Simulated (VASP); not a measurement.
# SiN in VASP: single point with PBE

Aim: the single point of SiN with PBE.

Program: VASP 6.6.1. These are calculated values, not measurements. Logs are shortened: lines on timing, memory, paths and dates and some standing lists are left out, and cuts for length are marked.

### 1 The cell of the first run

The typed cell holds 4 atoms: a = 3.066 Å, b = 3.066 Å, c = 5.383 Å, α = 90.00°, β = 90.00°, γ = 120.00°.

### 2 Single point, PBE

Input file INCAR:

```
SYSTEM = SiN
  PREC = Accurate
  ENCUT = 600
  EDIFF = 1E-6
  ISMEAR = 0
  SIGMA = 0.2
  LREAL = .FALSE.
  LASPH = .TRUE.
  NELM = 120
  ALGO = Normal
  ISIF = 2
  LWAVE = .FALSE.
  LCHARG = .TRUE.
  GGA = PE
  LELF = .TRUE.
  LVHAR = .TRUE.
  NBANDS = 17
  GGA_COMPAT = .FALSE.
```

Input file KPOINTS:

```
regular mesh
0
G
  7 7 4
  0 0 0
```

Input file POSCAR:

```
SiN
1.0
    3.0659699653      0.0000000000      0.0000000000
   -1.5329849827      2.6552078772      0.0000000000
    0.0000000000      0.0000000000      5.3833648460
Si N
2 2
Direct
    0.0000000000      0.0000000000      1.0896390398
    0.0000000000      0.0000000000      0.5896390398
    0.3333333333      0.6666666667      0.0895609302
    0.6666666667      0.3333333333      0.5895609302
```

Potentials or basis: VASP PAW PBE potentials, release 64 (Si, N).

Command:

```console
cat potpaw_PBE.64/Si/POTCAR potpaw_PBE.64/N/POTCAR > POTCAR
mpirun -np 1 vasp_std > vasp.out
```

OUTCAR:

```text
SYSTEM = SiN
   PREC = Accurate
   ENCUT = 600
   EDIFF = 1E-6
   ISMEAR = 0
   LREAL = .FALSE.
   LASPH = .TRUE.
   NELM = 120
   ISIF = 2
   GGA = PE

 ion  position               nearest neighbor table
   1  0.000  0.000  0.090-   3 1.77   3 1.77   3 1.77   2 2.69   2 2.69
   2  0.000  0.000  0.590-   4 1.77   4 1.77   4 1.77   1 2.69   1 2.69
   3  0.333  0.667  0.090-   1 1.77   1 1.77   1 1.77
   4  0.667  0.333  0.590-   2 1.77   2 1.77   2 1.77

  LATTYP: Found a hexagonal cell.
 ALAT       =     3.0659699653
 C/A-ratio  =     1.7558439603

  Lattice vectors:

 A1 = (   3.0659699653,   0.0000000000,   0.0000000000)
 A2 = (  -1.5329849827,   2.6552078772,   0.0000000000)
 A3 = (   0.0000000000,   0.0000000000,   5.3833648460)

Analysis of symmetry for initial positions (statically):
=====================================================================
 Subroutine PRICEL returns:
 Original cell was already a primitive cell.

 Routine SETGRP: Setting up the symmetry group for a
 hexagonal supercell.

 Subroutine GETGRP returns: Found 12 space group operations
 (whereof  6 operations were pure point group operations)
 out of a pool of 24 trial point group operations.

The static configuration has the point symmetry C_3v.
 The point group associated with its full space group is C_6v.

Analysis of symmetry for dynamics (positions and initial velocities):
=====================================================================
 Subroutine PRICEL returns:
 Original cell was already a primitive cell.

 Routine SETGRP: Setting up the symmetry group for a
 hexagonal supercell.

 Subroutine GETGRP returns: Found 12 space group operations
 (whereof  6 operations were pure point group operations)
 out of a pool of 24 trial point group operations.

The dynamic configuration has the point symmetry C_3v.
 The point group associated with its full space group is C_6v.

 Subroutine INISYM returns: Found 12 space group operations
 (whereof  6 operations are pure point group operations),
 and found     1 'primitive' translations

----------------------------------------------------------------------------------------

                                     Primitive cell

  volume of cell :      43.8248

  direct lattice vectors                    reciprocal lattice vectors
     3.065969965  0.000000000  0.000000000     0.326161055  0.188309173  0.000000000
    -1.532984983  2.655207877  0.000000000     0.000000000  0.376618346  0.000000000
     0.000000000  0.000000000  5.383364846     0.000000000  0.000000000  0.185757427

  length of vectors
     3.065969965  3.065969965  5.383364846     0.376618346  0.376618346  0.185757427

  position of ions in fractional coordinates (direct lattice)
     0.000000000  0.000000000  0.089639040
     0.000000000  0.000000000  0.589639040
     0.333333333  0.666666667  0.089560930
     0.666666667  0.333333333  0.589560930

  ion indices of the primitive-cell ions
   primitive index   ion index
                 1           1
                 2           2
                 3           3
                 4           4

----------------------------------------------------------------------------------------

 KPOINTS: regular mesh

Automatic generation of k-mesh.
 Grid dimensions read from file:
 generate k-points for:    7    7    4

 Generating k-lattice:

  Cartesian coordinates                     Fractional coordinates (reciprocal lattice)
     0.046594436  0.026901310  0.000000000     0.142857143  0.000000000  0.000000000
     0.000000000  0.053802621  0.000000000     0.000000000  0.142857143  0.000000000
     0.000000000  0.000000000  0.046439357     0.000000000  0.000000000  0.250000000

  Length of vectors
     0.053802621  0.053802621  0.046439357

  Shift w.r.t. Gamma in fractional coordinates (k-lattice)
     0.000000000  0.000000000  0.000000000

 Subroutine IBZKPT returns following result:
 ===========================================

 Found     24 irreducible k-points:

 Following reciprocal coordinates:
            Coordinates               Weight
  0.000000  0.000000  0.000000      1.000000
  0.142857 -0.000000  0.000000      6.000000
  0.285714 -0.000000  0.000000      6.000000
  0.428571  0.000000  0.000000      6.000000
  0.142857  0.142857  0.000000      6.000000
  0.285714  0.142857  0.000000     12.000000
[... 16 lines left out ...]
  0.428571  0.142857  0.500000      6.000000
  0.285714  0.285714  0.500000      6.000000
   k-points           NKPTS =     24   k-points in BZ     NKDIM =     24   number of bands    NBANDS=     17
   number of dos      NEDOS =    301   number of ions     NIONS =      4
   total plane-waves  NPLWV =  27648
   dimension x,y,z NGX =    24 NGY =   24 NGZ =   48
   dimension x,y,z NGXF=    48 NGYF=   48 NGZF=   96
   ions per type =               2   2
   NGX,Y,Z   is equivalent  to a cutoff of  13.01, 13.01, 14.82 a.u.
   NGXF,Y,Z  is equivalent  to a cutoff of  26.03, 26.03, 29.65 a.u.
 SYSTEM =  SiN
   PREC   = accura    normal or accurate (medium, high low for compatibility)
   ISTART =      0    job   : 0-new  1-cont  2-samecut
   ICHARG =      2    charge: 1-file 2-atom 10-const
   ISPIN  =      1    spin polarized calculation?
   LNONCOLLINEAR =      F non collinear calculations
   LSORBIT =      F    spin-orbit coupling
   LASPH  =      T    aspherical Exc in radial PAW
   ENCUT  =  600.0 eV  44.10 Ry    6.64 a.u.   6.12  6.12 10.75*2*pi/ulx,y,z
   NELM   =    120;   NELMIN=  2; NELMDL= -5     # of ELM steps
   EDIFF  = 0.1E-05   stopping-criterion for ELM
   LREAL  =      F    real-space projection
   EDIFFG = 0.1E-04   stopping-criterion for IOM
   NSW    =      0    number of steps for IOM
   IBRION =     -1    ionic relax: 0-MD 1-quasi-New 2-CG
   NFREE  =      0    steps in history (QN), initial steepest desc. (CG)
   ISIF   =      2    stress and relaxation
   ISYM   =      2    0-nonsym 1-usesym 2-fastsym
   POTIM  = 0.5000    time-step for ionic-motion
   TEBEG  =    0.0;   TEEND  =   0.0 temperature during run
   PSTRESS=    0.0 pullay stress
   NELECT =      18.0000    total number of electrons
   NUPDOWN=      -1.0000    fix difference up-down
   EMIN   =  10.00;   EMAX   =-10.00  energy-range for DOS
   EFERMI =   0.00;   METHOD = LEGACY
   ISMEAR =     0;   SIGMA  =   0.20  broadening in eV -4-tet -1-fermi 0-gaus
   EFERMI_NEDOS =   21; number of points for ismear=-14 and -15
   IALGO  =     38    algorithm
   IMIX   =      4    mixing-type and parameters
     AMIX     =   0.40;   BMIX     =  1.00
     AMIX_MAG =   1.60;   BMIX_MAG =  1.00
  volume/ion in A,a.u.               =      10.96        73.94
  Fermi-wavevector in a.u.,A,eV,Ry     =   1.216911  2.299629 20.148502  1.480873
  Thomas-Fermi vector in A             =   2.352249
   LORBIT       =      0    0 simple, 1 ext, 2 COOP (PROOUT), +10 PAW based schemes
   GGA     = PE    functional components
   LHFCALC =     F    Hartree Fock is set to
   AEXX    =    0.0000 exact exchange contribution
   IVDW    =     0    specifies the selected vdW correction
   LEPSILON=     F    determine dielectric tensor
   LRPA    =     F    only Hartree local field effects (RPA)
 non-spin polarized calculation
 Gauss-broadening in eV      SIGMA  =   0.20
  energy-cutoff  :      600.00
  volume of cell :       43.82
 maximum number of plane-waves:      1484
   NGX = 13   NGY = 13   NGZ = 21

 number of electron      17.9999999 magnetization

 Free energy of the ion-electron system (eV)
  ---------------------------------------------------
  ext. energy  EPLUGINS =         0.00000000
  ---------------------------------------------------
  free energy    TOTEN  =       -28.10910122 eV

  energy without entropy =      -28.07665644  energy(sigma->0) =      -28.09287883

 E-fermi :   8.8828     XC(G=0): -11.0959

 val. band max:        8.8777065132   @ k =   0.1429   0.1429   0.0000
 cond. band min:       9.0965197795   @ k =   0.2857  -0.0000   0.5000
 fundamental gap:      0.2188132663
 Fermi energy:         8.8827816090

 k-point     1 :       0.0000    0.0000    0.0000
  band No.  band energies     occupation
      1     -10.4922      2.00000
      2      -9.1802      2.00000
      3       0.0646      2.00000
      4       3.4136      2.00000
      5       3.4136      2.00000
      6       3.4928      2.00000
[... 9 lines left out ...]
     16      18.2971      0.00000
     17      19.0069      0.00000

 k-point     2 :       0.1429   -0.0000    0.0000
  band No.  band energies     occupation
      1     -10.2026      2.00000
      2      -8.9515      2.00000
      3       0.4238      2.00000
      4       1.9092      2.00000
      5       2.4120      2.00000
      6       3.0153      2.00000
[... 9 lines left out ...]
     16      17.9045      0.00000
     17      19.1281      0.00000

 k-point     3 :       0.2857   -0.0000    0.0000
  band No.  band energies     occupation
      1      -9.4044      2.00000
      2      -8.3753      2.00000
      3      -0.4595      2.00000
      4       0.4867      2.00000
      5       1.4789      2.00000
      6       2.4192      2.00000
[... 9 lines left out ...]
     16      18.0014      0.00000
     17      18.3508      0.00000

 k-point     4 :       0.4286    0.0000    0.0000
  band No.  band energies     occupation
      1      -8.4228      2.00000
      2      -7.9047      2.00000
      3      -2.1701      2.00000
      4      -0.9656      2.00000
      5       2.0335      2.00000
      6       2.7731      2.00000
[... 9 lines left out ...]
     16      19.1283      0.00000
     17      19.7338      0.00000
[... 343 lines left out ...]
      1      -8.3732      2.00000
      2      -8.3732      2.00000
      3      -1.0702      2.00000
      4      -1.0702      2.00000
      5       1.7155      2.00000
      6       1.7155      2.00000
[... 9 lines left out ...]
     16      16.7074      0.00000
     17      19.3821      0.00000

 k-point    23 :       0.4286    0.1429    0.5000
  band No.  band energies     occupation
      1      -7.9252      2.00000
      2      -7.9252      2.00000
      3      -1.8328      2.00000
      4      -1.8328      2.00000
      5       1.3940      2.00000
      6       1.3940      2.00000
[... 9 lines left out ...]
     16      17.2486      0.00000
     17      20.0177      0.00000

 k-point    24 :       0.2857    0.2857    0.5000
  band No.  band energies     occupation
      1      -7.8387      2.00000
      2      -7.8387      2.00000
      3      -1.3895      2.00000
      4      -1.3895      2.00000
      5       0.3367      2.00000
      6       0.3367      2.00000
[... 9 lines left out ...]
     16      16.0473      0.00000
     17      19.4660      0.00000

------------------------ aborting loop because EDIFF is reached ----------------------------------------

  FORCE on cell =-STRESS in cart. coord.  units (eV):
  Direction    XX          YY          ZZ          XY          YZ          ZX
  --------------------------------------------------------------------------------------
  -------------------------------------------------------------------------------------
  Total       -0.1600628     -0.1600628     -0.1764366      0.0000000     -0.0000000      0.0000000
  in kB       -5.8516812     -5.8516812     -6.4502865      0.0000000     -0.0000000      0.0000000
  external PRESSURE =      -6.0512163 kB  Pullay stress =       0.0000000 kB

 VOLUME and BASIS-vectors are now :
 -----------------------------------------------------------------------------
  energy-cutoff  :      600.00
  volume of cell :       43.82
      direct lattice vectors                 reciprocal lattice vectors
     3.065969965  0.000000000  0.000000000     0.326161055  0.188309173  0.000000000
    -1.532984983  2.655207877  0.000000000     0.000000000  0.376618346  0.000000000
     0.000000000  0.000000000  5.383364846     0.000000000  0.000000000  0.185757427

 POSITION                                       TOTAL-FORCE (eV/Angst)
 -----------------------------------------------------------------------------------
      0.00000      0.00000      0.48256         0.000000     -0.000000     -0.000565
      0.00000      0.00000      3.17424        -0.000000      0.000000     -0.000565
     -0.00000      1.77014      0.48214        -0.000000     -0.000000      0.000565
      1.53298      0.88507      3.17382         0.000000      0.000000      0.000565
 -----------------------------------------------------------------------------------
    total drift:                                0.000000      0.000000     -0.000139

  FREE ENERGIE OF THE ION-ELECTRON SYSTEM (eV)
  ---------------------------------------------------
  free  energy   TOTEN  =       -28.1091012239 eV

  energy  without entropy=      -28.0766564400  energy(sigma->0) =      -28.09287883
```

It took 31 s on 1 thread of AMD EPYC 7R13, shared host; peak memory 0.14 GiB.

Results:

```
Free energy            : -28.1091 eV
Pressure               : -0.6 GPa
Band gap on the k mesh : zero (band 9 reaches 9.83 eV, above the bottom of band 10 at 7.87 eV)
```

Levels at points of the mesh, in eV from the Fermi level:
```csv
k point,band 6,band 7,band 8,band 9,band 10,band 11,band 12,band 13
"(0.00, 0.00, 0.00)",-5.39,-5.39,-3.02,-2.20,1.97,3.89,5.18,5.18
"(0.00, 0.00, 0.50)",-5.43,-5.43,-5.43,0.56,0.56,5.43,5.43,5.55
```
